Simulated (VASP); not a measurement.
# Be (I4/mmm) in VASP: further runs, part 2 of 2

VASP 6.6.1. The steps go on from the part before.

## 4. Single point, PBEsol (Ca replaced by Be, lengths x 0.727, strained)

File INCAR:

```
SYSTEM = Be
PREC = Accurate
ENCUT = 520
EDIFF = 1E-6
ISMEAR = 0
SIGMA = 0.1
LREAL = .False.
LASPH = .True.
NELM = 100
ALGO = Normal
ISIF = 2
LWAVE = .False.
LCHARG = .False.
GGA = PS
NBANDS = 7
```

File KPOINTS:

```
Automatic mesh
0
Gamma
  8 8 8
  0 0 0
```

File POSCAR:

```
Be
1.0
   -1.6258053578      1.6258053578      1.6191036119
    1.6258053578     -1.6258053578      1.6191036119
    1.6258053578      1.6258053578     -1.6191036119
Be
1
Direct
    0.5000000000      0.5000000000      0.0000000000
```

Potentials or basis: VASP PAW PBE potentials, release 64 (Be).

The run is started by

```
$ cat potpaw_PBE.64/Be/POTCAR > POTCAR
$ mpirun -np 1 vasp_std > vasp.out
```

OUTCAR:

```text
SYSTEM = Be
   PREC = Accurate
   ENCUT = 520
   EDIFF = 1E-6
   ISMEAR = 0
   LREAL = .False.
   LASPH = .True.
   NELM = 100
   ISIF = 2
   GGA = PS

 ion  position               nearest neighbor table
   1  0.500  0.500  0.000-

  LATTYP: Found a body centered tetragonal cell.
 ALAT       =     3.2516107156
 C/A-ratio  =     0.9958778916

  Lattice vectors:

 A1 = (  -1.6258053578,   1.6258053578,   1.6191036119)
 A2 = (   1.6258053578,  -1.6258053578,   1.6191036119)
 A3 = (   1.6258053578,   1.6258053578,  -1.6191036119)

Analysis of symmetry for initial positions (statically):
=====================================================================
 Subroutine PRICEL returns:
 Original cell was already a primitive cell.

 Routine SETGRP: Setting up the symmetry group for a
 body centered tetragonal supercell.

 Subroutine GETGRP returns: Found 16 space group operations
 (whereof 16 operations were pure point group operations)
 out of a pool of 16 trial point group operations.

The static configuration has the point symmetry D_4h.

Analysis of symmetry for dynamics (positions and initial velocities):
=====================================================================
 Subroutine PRICEL returns:
 Original cell was already a primitive cell.

 Routine SETGRP: Setting up the symmetry group for a
 body centered tetragonal supercell.

 Subroutine GETGRP returns: Found 16 space group operations
 (whereof 16 operations were pure point group operations)
 out of a pool of 16 trial point group operations.

The dynamic configuration has the point symmetry D_4h.

 Subroutine INISYM returns: Found 16 space group operations
 (whereof 16 operations are pure point group operations),
 and found     1 'primitive' translations

----------------------------------------------------------------------------------------

                                     Primitive cell

  volume of cell :      17.1187

  direct lattice vectors                    reciprocal lattice vectors
    -1.625805358  1.625805358  1.619103612     0.000000000  0.307539889  0.308812849
     1.625805358 -1.625805358  1.619103612     0.307539889  0.000000000  0.308812849
     1.625805358  1.625805358 -1.619103612     0.307539889  0.307539889  0.000000000

  length of vectors
     2.812113552  2.812113552  2.812113552     0.435828131  0.435828131  0.434927083

  position of ions in fractional coordinates (direct lattice)
     0.500000000  0.500000000  0.000000000

  ion indices of the primitive-cell ions
   primitive index   ion index
                 1           1

----------------------------------------------------------------------------------------

 KPOINTS: Automatic mesh

Automatic generation of k-mesh.
 Grid dimensions read from file:
 generate k-points for:    8    8    8

 Generating k-lattice:

  Cartesian coordinates                     Fractional coordinates (reciprocal lattice)
     0.000000000  0.038442486  0.038601606     0.125000000  0.000000000  0.000000000
     0.038442486  0.000000000  0.038601606     0.000000000  0.125000000  0.000000000
     0.038442486  0.038442486  0.000000000     0.000000000  0.000000000  0.125000000

  Length of vectors
     0.054478516  0.054478516  0.054365885

  Shift w.r.t. Gamma in fractional coordinates (k-lattice)
     0.000000000  0.000000000  0.000000000

 Subroutine IBZKPT returns following result:
 ===========================================

 Found     59 irreducible k-points:

 Following reciprocal coordinates:
            Coordinates               Weight
  0.000000  0.000000  0.000000      1.000000
  0.125000  0.000000  0.000000      8.000000
  0.250000  0.000000  0.000000      8.000000
  0.375000  0.000000  0.000000      8.000000
  0.500000  0.000000  0.000000      4.000000
  0.125000  0.125000  0.000000      8.000000
[... 16 lines left out ...]
  0.250000  0.125000  0.125000     16.000000
  0.375000  0.125000  0.125000      8.000000
 [... further k-points ...]
   k-points           NKPTS =     59   k-points in BZ     NKDIM =     59   number of bands    NBANDS=      7
   number of dos      NEDOS =    301   number of ions     NIONS =      1
   total plane-waves  NPLWV =  13824
   dimension x,y,z NGX =    24 NGY =   24 NGZ =   24
   dimension x,y,z NGXF=    48 NGYF=   48 NGZF=   48
   ions per type =               1
   NGX,Y,Z   is equivalent  to a cutoff of  14.19, 14.19, 14.19 a.u.
   NGXF,Y,Z  is equivalent  to a cutoff of  28.38, 28.38, 28.38 a.u.
 SYSTEM =  Be
   PREC   = accura    normal or accurate (medium, high low for compatibility)
   ISTART =      0    job   : 0-new  1-cont  2-samecut
   ICHARG =      2    charge: 1-file 2-atom 10-const
   ISPIN  =      1    spin polarized calculation?
   LNONCOLLINEAR =      F non collinear calculations
   LSORBIT =      F    spin-orbit coupling
   LASPH  =      T    aspherical Exc in radial PAW
   ENCUT  =  520.0 eV  38.22 Ry    6.18 a.u.   5.23  5.23  5.23*2*pi/ulx,y,z
   NELM   =    100;   NELMIN=  2; NELMDL= -5     # of ELM steps
   EDIFF  = 0.1E-05   stopping-criterion for ELM
   LREAL  =      F    real-space projection
   EDIFFG = 0.1E-04   stopping-criterion for IOM
   NSW    =      0    number of steps for IOM
   IBRION =     -1    ionic relax: 0-MD 1-quasi-New 2-CG
   NFREE  =      0    steps in history (QN), initial steepest desc. (CG)
   ISIF   =      2    stress and relaxation
   ISYM   =      2    0-nonsym 1-usesym 2-fastsym
   POTIM  = 0.5000    time-step for ionic-motion
   TEBEG  =    0.0;   TEEND  =   0.0 temperature during run
   PSTRESS=    0.0 pullay stress
   NELECT =       2.0000    total number of electrons
   NUPDOWN=      -1.0000    fix difference up-down
   EMIN   =  10.00;   EMAX   =-10.00  energy-range for DOS
   EFERMI =   0.00;   METHOD = LEGACY
   ISMEAR =     0;   SIGMA  =   0.10  broadening in eV -4-tet -1-fermi 0-gaus
   EFERMI_NEDOS =   21; number of points for ismear=-14 and -15
   IALGO  =     38    algorithm
   IMIX   =      4    mixing-type and parameters
     AMIX     =   0.40;   BMIX     =  1.00
     AMIX_MAG =   1.60;   BMIX_MAG =  1.00
  volume/ion in A,a.u.               =      17.12       115.52
  Fermi-wavevector in a.u.,A,eV,Ry     =   0.800315  1.512376  8.714586  0.640504
  Thomas-Fermi vector in A             =   1.907587
   LORBIT       =      0    0 simple, 1 ext, 2 COOP (PROOUT), +10 PAW based schemes
   GGA     = PS    functional components
   LHFCALC =     F    Hartree Fock is set to
   AEXX    =    0.0000 exact exchange contribution
   IVDW    =     0    specifies the selected vdW correction
   LEPSILON=     F    determine dielectric tensor
   LRPA    =     F    only Hartree local field effects (RPA)
 non-spin polarized calculation
 Gauss-broadening in eV      SIGMA  =   0.10
  energy-cutoff  :      520.00
  volume of cell :       17.12
 maximum number of plane-waves:       471
 NGX is ok and might be reduce to    24
   NGX = 11   NGY = 11   NGZ = 11

 number of electron       2.0000000 magnetization

 Free energy of the ion-electron system (eV)
  ---------------------------------------------------
  ext. energy  EPLUGINS =         0.00000000
  ---------------------------------------------------
  free energy    TOTEN  =        -2.63552352 eV

  energy without entropy =       -2.63423253  energy(sigma->0) =       -2.63487803

 E-fermi :   2.0833     XC(G=0):  -8.3426

 val. band max:        2.0782021453   @ k =   0.3750   0.3750   0.1250
 cond. band min:       2.1091175820   @ k =   0.3750   0.1250   0.1250
 fundamental gap:      0.0309154367
 Fermi energy:         2.0832551972

 k-point     1 :       0.0000    0.0000    0.0000
  band No.  band energies     occupation
      1      -5.4174      2.00000
      2      12.6310      0.00000
      3      12.6310      0.00000
      4      12.6462      0.00000
      5      21.4478      0.00000
      6      21.5548      0.00000
      7      21.5548      0.00000
[... 221 lines left out ...]
 k-point    24 :       0.3750    0.1250    0.1250
  band No.  band energies     occupation
      1       0.7583      2.00000
      2       2.1091      0.71455
      3       7.0121      0.00000
      4       7.3028      0.00000
      5      19.5211      0.00000
      6      19.9447      0.00000
      7      25.3534      0.00000

 [... further k-points ...]

------------------------ aborting loop because EDIFF is reached ----------------------------------------

  FORCE on cell =-STRESS in cart. coord.  units (eV):
  Direction    XX          YY          ZZ          XY          YZ          ZX
  --------------------------------------------------------------------------------------
  -------------------------------------------------------------------------------------
  Total       -2.5995754     -2.5995754     -2.5997500      0.0000000      0.0000000      0.0000000
  in kB     -243.2995242   -243.2995242   -243.3158690      0.0000000      0.0000000      0.0000000
  external PRESSURE =    -243.3049725 kB  Pullay stress =       0.0000000 kB

 VOLUME and BASIS-vectors are now :
 -----------------------------------------------------------------------------
  energy-cutoff  :      520.00
  volume of cell :       17.12
      direct lattice vectors                 reciprocal lattice vectors
    -1.625805358  1.625805358  1.619103612     0.000000000  0.307539889  0.308812849
     1.625805358 -1.625805358  1.619103612     0.307539889  0.000000000  0.308812849
     1.625805358  1.625805358 -1.619103612     0.307539889  0.307539889  0.000000000

 POSITION                                       TOTAL-FORCE (eV/Angst)
 -----------------------------------------------------------------------------------
      0.00000      0.00000      1.61910        -0.000000     -0.000000      0.000000
 -----------------------------------------------------------------------------------
    total drift:                               -0.000000     -0.000000      0.000000

  FREE ENERGIE OF THE ION-ELECTRON SYSTEM (eV)
  ---------------------------------------------------
  free  energy   TOTEN  =        -2.6355235193 eV

  energy  without entropy=       -2.6342325313  energy(sigma->0) =       -2.63487803
```

OSZICAR:

```text
N       E                     dE             d eps       ncg     rms          rms(c)
DAV:   1    -0.165554103575E+01   -0.16555E+01   -0.80194E+02   826   0.217E+02
DAV:   2    -0.263340102975E+01   -0.97786E+00   -0.86951E+00  1176   0.155E+01
DAV:   3    -0.263918882897E+01   -0.57878E-02   -0.57852E-02   938   0.106E+00
DAV:   4    -0.263919344237E+01   -0.46134E-05   -0.46130E-05  1316   0.293E-02
DAV:   5    -0.263919344239E+01   -0.18368E-10   -0.12794E-09   987   0.143E-04    0.701E-01
DAV:   6    -0.263709100923E+01    0.21024E-02   -0.92290E-04   973   0.242E-01    0.435E-01
DAV:   7    -0.263554589126E+01    0.15451E-02   -0.28414E-03   931   0.418E-01    0.245E-02
DAV:   8    -0.263552437528E+01    0.21516E-04   -0.83775E-06   952   0.245E-02    0.759E-03
DAV:   9    -0.263552333997E+01    0.10353E-05   -0.70140E-07  1050   0.866E-03    0.569E-04
DAV:  10    -0.263552351928E+01   -0.17931E-06   -0.57866E-09   588   0.345E-04
   1 F= -.26355235E+01 E0= -.26348780E+01  d E =-.129099E-02
```

Run time: 2.9 s. Hardware: 1 thread of AMD EPYC 9R45 (Zen 5), shared host; peak memory 0.1 GiB.

Results:

```yaml
Free_energy: -2.6355 eV
Pressure: -24.3 GPa
Band_gap_on_the_k_mesh: zero (bands 1 and 2 overlap by 3.29 eV)
```

Caveat: the cell differs from its parent crystal (Ca replaced by Be, lengths x 0.727, strained); the cell stands under tension; the PAW data sets were made with another functional, which shifts forces and pressure a little.

## 5. Summary

| cell | k mesh | cutoff (eV) | gap on the mesh (eV) | pressure (GPa) |
| --- | --- | --- | --- | --- |
| a = 2.812 Å, angles 109.4, 109.4, 109.7°, 1 atom | 18 × 18 × 18 | 520 | none | -24.3 |
| a = 2.895 Å, angles 109.4, 109.4, 109.7°, 1 atom | 18 × 18 × 18 | 600 | none | -22.8 |
| a = 2.812 Å, angles 109.4, 109.4, 109.7°, 1 atom | 8 × 8 × 8 | 520 | none | -24.3 |

Alike in all rows: task single point; level PBEsol; potentials or basis VASP PAW PBE potentials, release 64 (Be); no spin polarisation; smearing gaussian 0.1 eV.

Caveats: the cell stands under tension; the PAW data sets were made with another functional, which shifts forces and pressure a little.

Absolute energies hang on the potentials; compare differences alone.

The gap in the log of VASP goes by the Fermi energy; the results here count the filled bands.